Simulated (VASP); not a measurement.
# TiAl3Ni2 (P-3m1) in VASP: further runs

Runs on TiAl3Ni2. Level: PBE. Tasks: single point.

All numbers are computed with VASP 6.6.1; they aren't measurements. Logs are shortened: lines on timing, memory, paths and dates and some standing lists are left out, and cuts for length are marked.

### 1 The cell of the first run

The structure is trigonal, space group P-3m1 (No. 164). The conventional cell has a = 4.247 Å, b = 4.247 Å, c = 5.201 Å, α = 90.00°, β = 90.00°, γ = 120.00°. Within 3.4 Å of Ti (site symmetry -3m) lie 8 Al at 2.60 Å and 6 Ni at 3.00 Å. Within 3.4 Å of Al (site symmetry 3m) lie 5 Ni at 2.60 Å and 3 Ti at 2.60 Å and 6 Al at 3.00 Å. Al (site symmetry -3m) has 6 Ni at 2.60 Å and 2 Ti at 2.60 Å and 6 Al at 3.00 Å within 3.4 Å. Ni (site symmetry 3m) has 8 Al at 2.60 Å and 3 Ti at 3.00 Å and 3 Ni at 3.00 Å within 3.4 Å.

### 2 Single point, PBE, collinear spin, antiferromagnetic start

INCAR reads:

```
SYSTEM = TiAl3Ni2
PREC     = Accurate       ! precision mode
ENCUT    = 520            ! plane-wave cutoff, eV
EDIFF    = 1E-7           ! SCF threshold, eV
ISMEAR   = 0              ! smearing method
SIGMA    = 0.1            ! smearing width, eV
LREAL    = .False.        ! projectors in reciprocal space
LASPH    = .True.         ! aspherical terms in the spheres
NELM     = 150            ! most SCF steps
ALGO     = Normal         ! electronic algorithm
ISIF     = 2              ! what is computed and relaxed
LWAVE    = .False.        ! write WAVECAR
LCHARG   = .False.        ! write CHGCAR
ISPIN    = 2              ! spin polarisation
MAGMOM   = 0 0 0 0 2 -2   ! initial moments
LORBIT   = 11             ! projections on sites
LMAXMIX  = 4              ! l up to which the mixer works
GGA      = PE             ! functional
NBANDS   = 34             ! bands
```

KPOINTS reads:

```
regular mesh
0
Gamma
  6 6 4
  0 0 0
```

POSCAR reads:

```
TiAl3Ni2
1.0
    4.2465211600      0.0000000000      0.0000000000
   -2.1232605800      3.6775952000      0.0000000000
    0.0000000000      0.0000000000      5.2009050100
Ti Al Ni
1 3 2
Direct
    0.0000000000      0.0000000000      0.5000000000
    0.3333333300      0.6666666700      0.3333333300
    0.6666666700      0.3333333300      0.6666666700
    0.0000000000      0.0000000000      0.0000000000
    0.3333333300      0.6666666700      0.8333333300
    0.6666666700      0.3333333300      0.1666666700
```

Potentials or basis: VASP PAW PBE potentials, release 64 (Ti_sv, Al, Ni).

The run is started by

```console
$ cat potpaw_PBE.64/Ti_sv/POTCAR potpaw_PBE.64/Al/POTCAR potpaw_PBE.64/Ni/POTCAR > POTCAR
$ mpirun -np 1 vasp_std > vasp.out
```

OUTCAR:

```text
SYSTEM = TiAl3Ni2
   PREC = Accurate
   ENCUT = 520
   EDIFF = 1E-7
   ISMEAR = 0
   LREAL = .False.
   LASPH = .True.
   NELM = 150
   ISIF = 2
   ISPIN = 2
   LORBIT = 11
   GGA = PE

 ion  position               nearest neighbor table
   1  0.000  0.000  0.500-   2 2.60   3 2.60   4 2.60   4 2.60   2 2.60   3 2.60   3 2.60   2 2.60
                             6 3.00   5 3.00   6 3.00   5 3.00   6 3.00   5 3.00
   2  0.333  0.667  0.333-   6 2.60   6 2.60   1 2.60   5 2.60   5 2.60   1 2.60   1 2.60   6 2.60
                             4 3.00   4 3.00   3 3.00   3 3.00   4 3.00   3 3.00
   3  0.667  0.333  0.667-   5 2.60   5 2.60   1 2.60   6 2.60   6 2.60   1 2.60   1 2.60   5 2.60
                             4 3.00   4 3.00   2 3.00   2 3.00   4 3.00   2 3.00
   4  0.000  0.000  0.000-   5 2.60   6 2.60   1 2.60   1 2.60   5 2.60   6 2.60   6 2.60   5 2.60
                             3 3.00   2 3.00   2 3.00   3 3.00   2 3.00   3 3.00
   5  0.333  0.667  0.833-   3 2.60   3 2.60   4 2.60   2 2.60   2 2.60   4 2.60   4 2.60   3 2.60
                             1 3.00   1 3.00   6 3.00   1 3.00   6 3.00   6 3.00
   6  0.667  0.333  0.167-   2 2.60   2 2.60   4 2.60   3 2.60   3 2.60   4 2.60   4 2.60   2 2.60
                             1 3.00   1 3.00   5 3.00   1 3.00   5 3.00   5 3.00

  LATTYP: Found a hexagonal cell.
 ALAT       =     4.2465211600
 C/A-ratio  =     1.2247448709

  Lattice vectors:

 A1 = (   4.2465211600,   0.0000000000,   0.0000000000)
 A2 = (  -2.1232605800,   3.6775952000,   0.0000000000)
 A3 = (   0.0000000000,   0.0000000000,   5.2009050100)

Analysis of symmetry for initial positions (statically):
=====================================================================
 Subroutine PRICEL returns:
 Original cell was already a primitive cell.

 Routine SETGRP: Setting up the symmetry group for a
 hexagonal supercell.

 Subroutine GETGRP returns: Found 12 space group operations
 (whereof 12 operations were pure point group operations)
 out of a pool of 24 trial point group operations.

The static configuration has the point symmetry D_3d.

Analysis of symmetry for dynamics (positions and initial velocities):
=====================================================================
 Subroutine PRICEL returns:
 Original cell was already a primitive cell.

 Routine SETGRP: Setting up the symmetry group for a
 hexagonal supercell.

 Subroutine GETGRP returns: Found 12 space group operations
 (whereof 12 operations were pure point group operations)
 out of a pool of 24 trial point group operations.

The dynamic configuration has the point symmetry D_3d.

Analysis of structural, dynamic, and magnetic symmetry:
=====================================================================
 Subroutine PRICEL returns:
 Original cell was already a primitive cell.

 Routine SETGRP: Setting up the symmetry group for a
 hexagonal supercell.

 Subroutine GETGRP returns: Found 12 space group operations
 (whereof 12 operations were pure point group operations)
 out of a pool of 24 trial point group operations.

The overall configuration has the point symmetry D_3d.

 Subroutine INISYM returns: Found 12 space group operations
 (whereof 12 operations are pure point group operations),
 and found     1 'primitive' translations

----------------------------------------------------------------------------------------

                                     Primitive cell

  volume of cell :      81.2225

  direct lattice vectors                    reciprocal lattice vectors
     4.246521160  0.000000000  0.000000000     0.235486876  0.135958411  0.000000000
    -2.123260580  3.677595200  0.000000000     0.000000000  0.271916822  0.000000000
     0.000000000  0.000000000  5.200905010     0.000000000  0.000000000  0.192274229

  length of vectors
     4.246521160  4.246521158  5.200905010     0.271916822  0.271916822  0.192274229

  position of ions in fractional coordinates (direct lattice)
     0.000000000  0.000000000  0.500000000
     0.333333330  0.666666670  0.333333330
     0.666666670  0.333333330  0.666666670
     0.000000000  0.000000000  0.000000000
     0.333333330  0.666666670  0.833333330
     0.666666670  0.333333330  0.166666670

  ion indices of the primitive-cell ions
   primitive index   ion index
                 1           1
                 2           2
                 3           3
                 4           4
                 5           5
                 6           6

----------------------------------------------------------------------------------------

 KPOINTS: regular mesh

Automatic generation of k-mesh.
 Grid dimensions read from file:
 generate k-points for:    6    6    4

 Generating k-lattice:

  Cartesian coordinates                     Fractional coordinates (reciprocal lattice)
     0.039247813  0.022659735  0.000000000     0.166666667  0.000000000  0.000000000
     0.000000000  0.045319470  0.000000000     0.000000000  0.166666667  0.000000000
     0.000000000  0.000000000  0.048068557     0.000000000  0.000000000  0.250000000

  Length of vectors
     0.045319470  0.045319470  0.048068557

  Shift w.r.t. Gamma in fractional coordinates (k-lattice)
     0.000000000  0.000000000  0.000000000

 Subroutine IBZKPT returns following result:
 ===========================================

 Found     24 irreducible k-points:

 Following reciprocal coordinates:
            Coordinates               Weight
  0.000000  0.000000  0.000000      1.000000
  0.166667  0.000000  0.000000      6.000000
  0.333333  0.000000  0.000000      6.000000
  0.500000 -0.000000  0.000000      3.000000
  0.166667  0.166667  0.000000      6.000000
  0.333333  0.166667  0.000000     12.000000
[... 16 lines left out ...]
  0.333333  0.166667  0.500000     12.000000
  0.333333  0.333333  0.500000      2.000000
   k-points           NKPTS =     24   k-points in BZ     NKDIM =     24   number of bands    NBANDS=     34
   number of dos      NEDOS =    301   number of ions     NIONS =      6
   total plane-waves  NPLWV =  40960
   dimension x,y,z NGX =    32 NGY =   32 NGZ =   40
   dimension x,y,z NGXF=    64 NGYF=   64 NGZF=   80
   ions per type =               1   3   2
   NGX,Y,Z   is equivalent  to a cutoff of  12.53, 12.53, 12.79 a.u.
   NGXF,Y,Z  is equivalent  to a cutoff of  25.06, 25.06, 25.57 a.u.
 SYSTEM =  TiAl3Ni2
   PREC   = accura    normal or accurate (medium, high low for compatibility)
   ISTART =      0    job   : 0-new  1-cont  2-samecut
   ICHARG =      2    charge: 1-file 2-atom 10-const
   ISPIN  =      2    spin polarized calculation?
   LNONCOLLINEAR =      F non collinear calculations
   LSORBIT =      F    spin-orbit coupling
   LASPH  =      T    aspherical Exc in radial PAW
   ENCUT  =  520.0 eV  38.22 Ry    6.18 a.u.   7.90  7.90  9.67*2*pi/ulx,y,z
   NELM   =    150;   NELMIN=  2; NELMDL= -5     # of ELM steps
   EDIFF  = 0.1E-06   stopping-criterion for ELM
   LREAL  =      F    real-space projection
   EDIFFG = 0.1E-05   stopping-criterion for IOM
   NSW    =      0    number of steps for IOM
   IBRION =     -1    ionic relax: 0-MD 1-quasi-New 2-CG
   NFREE  =      0    steps in history (QN), initial steepest desc. (CG)
   ISIF   =      2    stress and relaxation
   ISYM   =      2    0-nonsym 1-usesym 2-fastsym
   POTIM  = 0.5000    time-step for ionic-motion
   TEBEG  =    0.0;   TEEND  =   0.0 temperature during run
   PSTRESS=    0.0 pullay stress
   NELECT =      41.0000    total number of electrons
   NUPDOWN=      -1.0000    fix difference up-down
   EMIN   =  10.00;   EMAX   =-10.00  energy-range for DOS
   EFERMI =   0.00;   METHOD = LEGACY
   ISMEAR =     0;   SIGMA  =   0.10  broadening in eV -4-tet -1-fermi 0-gaus
   EFERMI_NEDOS =   21; number of points for ismear=-14 and -15
   IALGO  =     38    algorithm
   IMIX   =      4    mixing-type and parameters
     AMIX     =   0.40;   BMIX     =  1.00
     AMIX_MAG =   1.60;   BMIX_MAG =  1.00
  volume/ion in A,a.u.               =      13.54        91.35
  Fermi-wavevector in a.u.,A,eV,Ry     =   1.303499  2.463256 23.117794  1.699110
  Thomas-Fermi vector in A             =   2.434497
   LORBIT       =     11    0 simple, 1 ext, 2 COOP (PROOUT), +10 PAW based schemes
   GGA     = PE    functional components
   LHFCALC =     F    Hartree Fock is set to
   AEXX    =    0.0000 exact exchange contribution
   IVDW    =     0    specifies the selected vdW correction
   LEPSILON=     F    determine dielectric tensor
   LRPA    =     F    only Hartree local field effects (RPA)
 spin polarized calculation
 Gauss-broadening in eV      SIGMA  =   0.10
  energy-cutoff  :      520.00
  volume of cell :       81.22
 maximum number of plane-waves:      2212
   NGX = 15   NGY = 15   NGZ = 19

 number of electron      40.9999996 magnetization       0.0000000

 number of electron      40.9999996 magnetization      -0.0000000

 Free energy of the ion-electron system (eV)
  ---------------------------------------------------
  ext. energy  EPLUGINS =         0.00000000
  ---------------------------------------------------
  free energy    TOTEN  =       -32.27497759 eV

  energy without entropy =      -32.24921425  energy(sigma->0) =      -32.26209592

 E-fermi :   9.2913     XC(G=0): -11.5925

 val. band max:        9.2803252711   @ k =   0.0000   0.1667   0.2500
 cond. band min:       9.2974681007   @ k =   0.1667   0.1667   0.2500
 fundamental gap:      0.0171428296
 Fermi energy:         9.2912584628

 spin component 1

 k-point     1 :       0.0000    0.0000    0.0000
  band No.  band energies     occupation
      1     -47.1922      1.00000
      2     -23.5836      1.00000
      3     -23.5836      1.00000
      4     -23.4452      1.00000
      5      -0.9691      1.00000
      6       3.7455      1.00000
[... 24 lines left out ...]
     31      14.3491      0.00000
     32      16.5620      0.00000
[... 773 lines left out ...]
      1     -47.1915      1.00000
      2     -23.5937      1.00000
      3     -23.5937      1.00000
      4     -23.4449      1.00000
      5       3.3105      1.00000
      6       3.3105      1.00000
[... 24 lines left out ...]
     31      16.0907      0.00000
     32      16.8804      0.00000
 Fermi energy:         9.2912584628

 spin component 2

 k-point     1 :       0.0000    0.0000    0.0000
  band No.  band energies     occupation
      1     -47.1922      1.00000
      2     -23.5836      1.00000
      3     -23.5836      1.00000
      4     -23.4452      1.00000
      5      -0.9691      1.00000
      6       3.7455      1.00000
[... 24 lines left out ...]
     31      14.3491      0.00000
     32      16.5620      0.00000
[... 773 lines left out ...]
      1     -47.1915      1.00000
      2     -23.5937      1.00000
      3     -23.5937      1.00000
      4     -23.4449      1.00000
      5       3.3105      1.00000
      6       3.3105      1.00000
[... 24 lines left out ...]
     31      16.0907      0.00000
     32      16.8804      0.00000
 [bands above 32 left out]

------------------------ aborting loop because EDIFF is reached ----------------------------------------

  FORCE on cell =-STRESS in cart. coord.  units (eV):
  Direction    XX          YY          ZZ          XY          YZ          ZX
  --------------------------------------------------------------------------------------
  -------------------------------------------------------------------------------------
  Total       -0.3522114     -0.3522114      1.3266029      0.0000000      0.0000000     -0.0000000
  in kB       -6.9476490     -6.9476490     26.1682929      0.0000000      0.0000000     -0.0000000
  external PRESSURE =       4.0909983 kB  Pullay stress =       0.0000000 kB

 VOLUME and BASIS-vectors are now :
 -----------------------------------------------------------------------------
  energy-cutoff  :      520.00
  volume of cell :       81.22
      direct lattice vectors                 reciprocal lattice vectors
     4.246521160  0.000000000  0.000000000     0.235486876  0.135958411  0.000000000
    -2.123260580  3.677595200  0.000000000     0.000000000  0.271916822  0.000000000
     0.000000000  0.000000000  5.200905010     0.000000000  0.000000000  0.192274229

 POSITION                                       TOTAL-FORCE (eV/Angst)
 -----------------------------------------------------------------------------------
      0.00000      0.00000      2.60045         0.000000      0.000000     -0.000000
     -0.00000      2.45173      1.73363         0.000000     -0.000000     -1.194319
      2.12326      1.22587      3.46727         0.000000      0.000000      1.194319
      0.00000      0.00000      0.00000         0.000000      0.000000     -0.000000
     -0.00000      2.45173      4.33409         0.000000      0.000000     -0.332849
      2.12326      1.22587      0.86682        -0.000000      0.000000      0.332849
 -----------------------------------------------------------------------------------
    total drift:                                0.000000     -0.000000     -0.000000

  FREE ENERGIE OF THE ION-ELECTRON SYSTEM (eV)
  ---------------------------------------------------
  free  energy   TOTEN  =       -32.2749775874 eV

  energy  without entropy=      -32.2492142482  energy(sigma->0) =      -32.26209592

 total charge

# of ion       s       p       d       tot
------------------------------------------
    1        2.197   6.132   2.135  10.464
    2        0.415   0.403   0.000   0.818
    3        0.415   0.403   0.000   0.818
    4        0.395   0.401   0.000   0.797
    5        0.432   0.449   8.411   9.292
    6        0.432   0.449   8.411   9.292
--------------------------------------------------
tot          4.286   8.238  18.957  31.481

 magnetization (x)

# of ion       s       p       d       tot
------------------------------------------
    1        0.000   0.000   0.000   0.000
    2       -0.000   0.000   0.000   0.000
    3        0.000  -0.000   0.000  -0.000
    4        0.000   0.000   0.000   0.000
    5       -0.000  -0.000   0.000   0.000
    6        0.000   0.000  -0.000  -0.000
--------------------------------------------------
tot          0.000   0.000   0.000   0.000
```

Run time: 2.3 min. Hardware: 1 thread of Intel Xeon Platinum 8488C (Sapphire Rapids), shared host; peak memory 0.28 GiB.

Results:

* Free energy: -32.2750 eV
* Pressure: 0.4 GPa
* Largest force: 1.194 eV/Å
* Net moment: 0.00 μB per cell
* Valence electrons inside the program's atomic spheres: Ti 10.46; Al 0.82, 0.80 (each value once); Ni 9.29

Forces in eV/Å, atoms in the order of the input:
```
Ti   0.000  0.000  0.000
Al   0.000  0.000 -1.194
Al   0.000  0.000  1.194
Al   0.000  0.000  0.000
Ni   0.000  0.000 -0.333
Ni   0.000  0.000  0.333
```

Caveat: forces of over 1 eV/Å act on the atoms, so gaps and moduli don't describe the material at rest.

### 3 Single point, PBE, collinear spin, antiferromagnetic start

This run uses another cell than the first one, of 13.72 Å³/atom.

INCAR reads:

```
PREC = Accurate ; ENCUT = 520
EDIFF = 1E-6 ; ISMEAR = 0
SIGMA = 0.1 ; LREAL = F
LASPH = T ; NELM = 150
ALGO = Normal ; ISIF = 2
LWAVE = F ; LCHARG = T
ISPIN = 2 ; MAGMOM = 0 0 0 0 2 -2
LORBIT = 11 ; LMAXMIX = 4
GGA = PE ; LELF = T
LVHAR = T ; NBANDS = 34
```

KPOINTS reads:

```
regular mesh
0
Gamma
  6 6 4
```

POSCAR reads:

```
TiAl3Ni2
1.0
    4.1865790989      0.0000000000      0.0000000000
   -2.0932895495      3.6256838546      0.0000000000
    0.0000000000      0.0000000000      5.4228857750
Ti Al Ni
1 3 2
Direct
    0.0000000000      0.0000000000      0.5000000688
    0.3333333333      0.6666666667      0.2546355854
    0.6666666667      0.3333333333      0.7453642203
    0.0000000000      0.0000000000      0.0000000112
    0.3333333333      0.6666666667      0.7531999938
    0.6666666667      0.3333333333      0.2468001205
```

Potentials or basis: VASP PAW PBE potentials, release 64 (Ti_sv, Al, Ni).

The run is started by

```console
$ cat potpaw_PBE.64/Ti_sv/POTCAR potpaw_PBE.64/Al/POTCAR potpaw_PBE.64/Ni/POTCAR > POTCAR
$ mpirun -np 1 vasp_std > vasp.out
```

Run time: 2.4 min. Hardware: 1 thread of Intel Xeon Platinum 8488C (Sapphire Rapids), shared host; peak memory 0.28 GiB.

The run converged. Its results:

| Property | Result |
| --- | --- |
| Free energy | -33.0649 eV |
| Pressure | 0.0 GPa |
| Largest force | 0.009 eV/Å |
| Net moment | 0.00 μB per cell |
| Valence electrons inside the program's atomic spheres | Ti 10.27; Al 0.82, 0.77 (each value once); Ni 9.39 |

Forces on the atoms (eV/Å):
```
Ti   0.000  0.000  0.000
Al   0.000  0.000 -0.009
Al   0.000  0.000  0.009
Al   0.000  0.000  0.000
Ni   0.000  0.000  0.003
Ni   0.000  0.000 -0.003
```

Stress tensor (GPa, compression positive):
```
 0.05  0.00  0.00
 0.00  0.05  0.00
 0.00  0.00 -0.07
```

Levels at points of the mesh, in eV from the Fermi level:
Spin up:
```
           k point  band 16  band 17  band 18  band 19  band 20  band 21  band 22  band 23  band 24  band 25
(0.00, 0.00, 0.00)    -1.72    -1.24    -0.66    -0.66     0.74     0.74     0.74     1.82     1.82     3.38
(0.50, 0.00, 0.00)    -1.82    -1.73    -1.42    -1.33    -0.84    -0.73    -0.26     0.77     1.17     1.59
(0.00, 0.00, 0.50)    -1.88    -0.44    -0.27    -0.27     0.61     0.61     2.04     2.04     2.45     2.91
(0.50, 0.00, 0.50)    -1.93    -1.69    -1.47    -1.47    -0.32     0.20     0.90     0.98     1.23     1.38
```
Spin down:
| k point | band 18 | band 19 | band 20 | band 21 | band 22 | band 23 |
| --- | --- | --- | --- | --- | --- | --- |
| (0.00, 0.00, 0.00) | -0.66 | -0.66 | 0.74 | 0.74 | 0.74 | 1.82 |
| (0.50, 0.00, 0.00) | -1.42 | -1.33 | -0.84 | -0.73 | -0.26 | 0.77 |
| (0.00, 0.00, 0.50) | -0.27 | -0.27 | 0.61 | 0.61 | 2.04 | 2.04 |
| (0.50, 0.00, 0.50) | -1.47 | -1.47 | -0.32 | 0.20 | 0.90 | 0.98 |
